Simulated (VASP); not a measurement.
# ZnBH6 (Fm-3m) in VASP: further runs

Runs on ZnBH6. Level: PBE. Tasks: single point, relaxation of cell and atoms.

All numbers are computed with VASP 6.6.1; they aren't measurements. Logs are shortened: lines on timing, memory, paths and dates and some standing lists are left out, and cuts for length are marked.

## (1) The cell of the first run

The structure is cubic, space group Fm-3m (No. 225). Conventional cell: a = 6.264 Å, b = 6.264 Å, c = 6.264 Å, α = 90.00°, β = 90.00°, γ = 90.00°. Within 2.3 Å of Zn (site symmetry m-3m) lie 6 H at 1.77 Å. Within 1.8 Å of B (site symmetry m-3m) lie 6 H at 1.36 Å. Within 1.8 Å of H (site symmetry 4mm) lie 1 B at 1.36 Å and 1 Zn at 1.77 Å.

## (2) Single point, PBE

Contents of INCAR:

```
SYSTEM = ZnBH6
ALGO = Normal
EDIFF = 1E-7
ENCUT = 520
GGA = PE
ISIF = 2
ISMEAR = 0
LASPH = .TRUE.
LCHARG = .FALSE.
LREAL = .FALSE.
LWAVE = .FALSE.
NBANDS = 20
NELM = 100
PREC = Accurate
SIGMA = 0.1
```

Contents of KPOINTS:

```
k-points
0
G
  10 10 10
  0 0 0
```

Contents of POSCAR:

```
ZnBH6
1.0
    0.0000000000      3.1322156553      3.1322156553
    3.1322156553      0.0000000000      3.1322156553
    3.1322156553      3.1322156553      0.0000000000
Zn B H
1 1 6
Direct
    0.0000000000      0.0000000000      0.0000000000
    0.5000000000      0.5000000000      0.5000000000
    0.7176634893      0.2823365107      0.2823365107
    0.2823365107      0.7176634893      0.7176634893
    0.2823365107      0.7176634893      0.2823365107
    0.7176634893      0.2823365107      0.7176634893
    0.2823365107      0.2823365107      0.7176634893
    0.7176634893      0.7176634893      0.2823365107
```

Potentials or basis: VASP PAW PBE potentials, release 64 (Zn, B, H).

The run is started by

```console
> cat potpaw_PBE.64/Zn/POTCAR potpaw_PBE.64/B/POTCAR potpaw_PBE.64/H/POTCAR > POTCAR
> mpirun -np 1 vasp_std > vasp.out
```

OUTCAR:

```text
SYSTEM = ZnBH6
   EDIFF = 1E-7
   ENCUT = 520
   GGA = PE
   ISIF = 2
   ISMEAR = 0
   LASPH = .TRUE.
   LREAL = .FALSE.
   NELM = 100
   PREC = Accurate

 ion  position               nearest neighbor table
   1  0.000  0.000  0.000-   3 1.77   4 1.77   5 1.77   6 1.77   7 1.77   8 1.77
   2  0.500  0.500  0.500-   3 1.36   4 1.36   5 1.36   6 1.36   7 1.36   8 1.36
   3  0.718  0.282  0.282-   2 1.36   1 1.77
   4  0.282  0.718  0.718-   2 1.36   1 1.77
   5  0.282  0.718  0.282-   2 1.36   1 1.77
   6  0.718  0.282  0.718-   2 1.36   1 1.77
   7  0.282  0.282  0.718-   2 1.36   1 1.77
   8  0.718  0.718  0.282-   2 1.36   1 1.77

  LATTYP: Found a face centered cubic cell.
 ALAT       =     6.2644313106

  Lattice vectors:

 A1 = (   0.0000000000,   3.1322156553,   3.1322156553)
 A2 = (   3.1322156553,   0.0000000000,   3.1322156553)
 A3 = (   3.1322156553,   3.1322156553,   0.0000000000)

Analysis of symmetry for initial positions (statically):
=====================================================================
 Subroutine PRICEL returns:
 Original cell was already a primitive cell.

 Routine SETGRP: Setting up the symmetry group for a
 face centered cubic supercell.

 Subroutine GETGRP returns: Found 48 space group operations
 (whereof 48 operations were pure point group operations)
 out of a pool of 48 trial point group operations.

The static configuration has the point symmetry O_h .

Analysis of symmetry for dynamics (positions and initial velocities):
=====================================================================
 Subroutine PRICEL returns:
 Original cell was already a primitive cell.

 Routine SETGRP: Setting up the symmetry group for a
 face centered cubic supercell.

 Subroutine GETGRP returns: Found 48 space group operations
 (whereof 48 operations were pure point group operations)
 out of a pool of 48 trial point group operations.

The dynamic configuration has the point symmetry O_h .

 Subroutine INISYM returns: Found 48 space group operations
 (whereof 48 operations are pure point group operations),
 and found     1 'primitive' translations

----------------------------------------------------------------------------------------

                                     Primitive cell

  volume of cell :      61.4589

  direct lattice vectors                    reciprocal lattice vectors
     0.000000000  3.132215655  3.132215655    -0.159631410  0.159631410  0.159631410
     3.132215655  0.000000000  3.132215655     0.159631410 -0.159631410  0.159631410
     3.132215655  3.132215655  0.000000000     0.159631410  0.159631410 -0.159631410

  length of vectors
     4.429621860  4.429621860  4.429621860     0.276489712  0.276489712  0.276489712

  position of ions in fractional coordinates (direct lattice)
     0.000000000  0.000000000  0.000000000
     0.500000000  0.500000000  0.500000000
     0.717663489  0.282336511  0.282336511
     0.282336511  0.717663489  0.717663489
     0.282336511  0.717663489  0.282336511
     0.717663489  0.282336511  0.717663489
     0.282336511  0.282336511  0.717663489
     0.717663489  0.717663489  0.282336511

  ion indices of the primitive-cell ions
   primitive index   ion index
                 1           1
                 2           2
                 3           3
                 4           4
                 5           5
                 6           6
                 7           7
                 8           8

----------------------------------------------------------------------------------------

 KPOINTS: k-points

Automatic generation of k-mesh.
 Grid dimensions read from file:
 generate k-points for:   10   10   10

 Generating k-lattice:

  Cartesian coordinates                     Fractional coordinates (reciprocal lattice)
    -0.015963141  0.015963141  0.015963141     0.100000000  0.000000000  0.000000000
     0.015963141 -0.015963141  0.015963141     0.000000000  0.100000000  0.000000000
     0.015963141  0.015963141 -0.015963141     0.000000000  0.000000000  0.100000000

  Length of vectors
     0.027648971  0.027648971  0.027648971

  Shift w.r.t. Gamma in fractional coordinates (k-lattice)
     0.000000000  0.000000000  0.000000000

 Subroutine IBZKPT returns following result:
 ===========================================

 Found     47 irreducible k-points:

 Following reciprocal coordinates:
            Coordinates               Weight
  0.000000  0.000000  0.000000      1.000000
  0.100000  0.000000  0.000000      8.000000
  0.200000  0.000000  0.000000      8.000000
  0.300000  0.000000  0.000000      8.000000
  0.400000  0.000000  0.000000      8.000000
  0.500000  0.000000  0.000000      4.000000
[... 16 lines left out ...]
  0.300000  0.300000  0.000000      6.000000
  0.400000  0.300000  0.000000     24.000000
 [... further k-points ...]
   k-points           NKPTS =     47   k-points in BZ     NKDIM =     47   number of bands    NBANDS=     20
   number of dos      NEDOS =    301   number of ions     NIONS =      8
   total plane-waves  NPLWV =  46656
   dimension x,y,z NGX =    36 NGY =   36 NGZ =   36
   dimension x,y,z NGXF=    72 NGYF=   72 NGZF=   72
   ions per type =               1   1   6
   NGX,Y,Z   is equivalent  to a cutoff of  13.51, 13.51, 13.51 a.u.
   NGXF,Y,Z  is equivalent  to a cutoff of  27.02, 27.02, 27.02 a.u.
 SYSTEM =  ZnBH6
   PREC   = accura    normal or accurate (medium, high low for compatibility)
   ISTART =      0    job   : 0-new  1-cont  2-samecut
   ICHARG =      2    charge: 1-file 2-atom 10-const
   ISPIN  =      1    spin polarized calculation?
   LNONCOLLINEAR =      F non collinear calculations
   LSORBIT =      F    spin-orbit coupling
   LASPH  =      T    aspherical Exc in radial PAW
   ENCUT  =  520.0 eV  38.22 Ry    6.18 a.u.   8.24  8.24  8.24*2*pi/ulx,y,z
   NELM   =    100;   NELMIN=  2; NELMDL= -5     # of ELM steps
   EDIFF  = 0.1E-06   stopping-criterion for ELM
   LREAL  =      F    real-space projection
   EDIFFG = 0.1E-05   stopping-criterion for IOM
   NSW    =      0    number of steps for IOM
   IBRION =     -1    ionic relax: 0-MD 1-quasi-New 2-CG
   NFREE  =      0    steps in history (QN), initial steepest desc. (CG)
   ISIF   =      2    stress and relaxation
   ISYM   =      2    0-nonsym 1-usesym 2-fastsym
   POTIM  = 0.5000    time-step for ionic-motion
   TEBEG  =    0.0;   TEEND  =   0.0 temperature during run
   PSTRESS=    0.0 pullay stress
   NELECT =      21.0000    total number of electrons
   NUPDOWN=      -1.0000    fix difference up-down
   EMIN   =  10.00;   EMAX   =-10.00  energy-range for DOS
   EFERMI =   0.00;   METHOD = LEGACY
   ISMEAR =     0;   SIGMA  =   0.10  broadening in eV -4-tet -1-fermi 0-gaus
   EFERMI_NEDOS =   21; number of points for ismear=-14 and -15
   IALGO  =     38    algorithm
   IMIX   =      4    mixing-type and parameters
     AMIX     =   0.40;   BMIX     =  1.00
     AMIX_MAG =   1.60;   BMIX_MAG =  1.00
  volume/ion in A,a.u.               =       7.68        51.84
  Fermi-wavevector in a.u.,A,eV,Ry     =   1.144510  2.162810 17.822316  1.309903
  Thomas-Fermi vector in A             =   2.281202
   LORBIT       =      0    0 simple, 1 ext, 2 COOP (PROOUT), +10 PAW based schemes
   GGA     = PE    functional components
   LHFCALC =     F    Hartree Fock is set to
   AEXX    =    0.0000 exact exchange contribution
   IVDW    =     0    specifies the selected vdW correction
   LEPSILON=     F    determine dielectric tensor
   LRPA    =     F    only Hartree local field effects (RPA)
 non-spin polarized calculation
 Gauss-broadening in eV      SIGMA  =   0.10
  energy-cutoff  :      520.00
  volume of cell :       61.46
 maximum number of plane-waves:      1676
 NGX is ok and might be reduce to    36
   NGX = 17   NGY = 17   NGZ = 17

 number of electron      20.9999993 magnetization

 Free energy of the ion-electron system (eV)
  ---------------------------------------------------
  ext. energy  EPLUGINS =         0.00000000
  ---------------------------------------------------
  free energy    TOTEN  =       -25.15278474 eV

  energy without entropy =      -25.14931921  energy(sigma->0) =      -25.15105197

 E-fermi :   0.0951     XC(G=0):  -8.7192

 val. band max:        0.0676683181   @ k =  -0.4000   0.3000   0.0000
 cond. band min:       0.1411099514   @ k =   0.2000   0.0000   0.0000
 fundamental gap:      0.0734416334
 Fermi energy:         0.0951163866

 k-point     1 :       0.0000    0.0000    0.0000
  band No.  band energies     occupation
      1     -11.3753      2.00000
      2      -7.3966      2.00000
      3      -7.3966      2.00000
      4      -6.9582      2.00000
      5      -6.9582      2.00000
      6      -6.9582      2.00000
[... 12 lines left out ...]
     19      10.6214      0.00000
     20      10.8286      0.00000

 k-point     2 :       0.1000    0.0000    0.0000
  band No.  band energies     occupation
      1     -11.2985      2.00000
      2      -7.4255      2.00000
      3      -7.4255      2.00000
      4      -6.9612      2.00000
      5      -6.9566      2.00000
      6      -6.9566      2.00000
[... 12 lines left out ...]
     19      11.1215      0.00000
     20      11.2204      0.00000
[... 465 lines left out ...]
      3      -7.3741      2.00000
      4      -6.9716      2.00000
      5      -6.9383      2.00000
      6      -6.9383      2.00000
[... 12 lines left out ...]
     19      12.0953      0.00000
     20      14.9992      0.00000

 k-point    24 :       0.4000    0.3000    0.0000
  band No.  band energies     occupation
      1     -10.4261      2.00000
      2      -7.5671      2.00000
      3      -7.4058      2.00000
      4      -6.9761      2.00000
      5      -6.9330      2.00000
      6      -6.9295      2.00000
[... 12 lines left out ...]
     19      11.5197      0.00000
     20      13.5539      0.00000

 [... further k-points ...]

------------------------ aborting loop because EDIFF is reached ----------------------------------------

  FORCE on cell =-STRESS in cart. coord.  units (eV):
  Direction    XX          YY          ZZ          XY          YZ          ZX
  --------------------------------------------------------------------------------------
  -------------------------------------------------------------------------------------
  Total        0.0050550      0.0050550      0.0050550      0.0000000      0.0000000      0.0000000
  in kB        0.1317802      0.1317802      0.1317802      0.0000000      0.0000000      0.0000000
  external PRESSURE =       0.1317802 kB  Pullay stress =       0.0000000 kB

 VOLUME and BASIS-vectors are now :
 -----------------------------------------------------------------------------
  energy-cutoff  :      520.00
  volume of cell :       61.46
      direct lattice vectors                 reciprocal lattice vectors
     0.000000000  3.132215655  3.132215655    -0.159631410  0.159631410  0.159631410
     3.132215655  0.000000000  3.132215655     0.159631410 -0.159631410  0.159631410
     3.132215655  3.132215655  0.000000000     0.159631410  0.159631410 -0.159631410

 POSITION                                       TOTAL-FORCE (eV/Angst)
 -----------------------------------------------------------------------------------
      0.00000      0.00000      0.00000        -0.000000     -0.000000      0.000000
      3.13222      3.13222      3.13222        -0.000000     -0.000000      0.000000
      1.76868      3.13222      3.13222         0.012444     -0.000000      0.000000
      4.49575      3.13222      3.13222        -0.012444     -0.000000      0.000000
      3.13222      1.76868      3.13222        -0.000000      0.012444      0.000000
      3.13222      4.49575      3.13222        -0.000000     -0.012444      0.000000
      3.13222      3.13222      1.76868        -0.000000     -0.000000      0.012444
      3.13222      3.13222      4.49575        -0.000000     -0.000000     -0.012444
 -----------------------------------------------------------------------------------
    total drift:                                0.000000     -0.000000     -0.000000

  FREE ENERGIE OF THE ION-ELECTRON SYSTEM (eV)
  ---------------------------------------------------
  free  energy   TOTEN  =       -25.1527847392 eV

  energy  without entropy=      -25.1493192078  energy(sigma->0) =      -25.15105197
```

It took 1.7 min on 1 thread of Intel Xeon 8259CL, shared host; peak memory 0.23 GiB.

What came out:

* Free energy: -25.1528 eV
* Pressure: 0.0 GPa
* Largest force: 0.012 eV/Å
* Band gap on the k mesh: zero (an odd number of electrons rules out a gap without spin polarisation)

Forces in eV/Å, atoms in the order of the input:
```
Zn   0.000  0.000  0.000
B    0.000  0.000  0.000
H    0.012  0.000  0.000
H   -0.012  0.000  0.000
H    0.000  0.012  0.000
H    0.000 -0.012  0.000
H    0.000  0.000  0.012
H    0.000  0.000 -0.012
```

[end of part 1 of 2]

The gap in the log of VASP goes by the Fermi energy; the results here count the filled bands.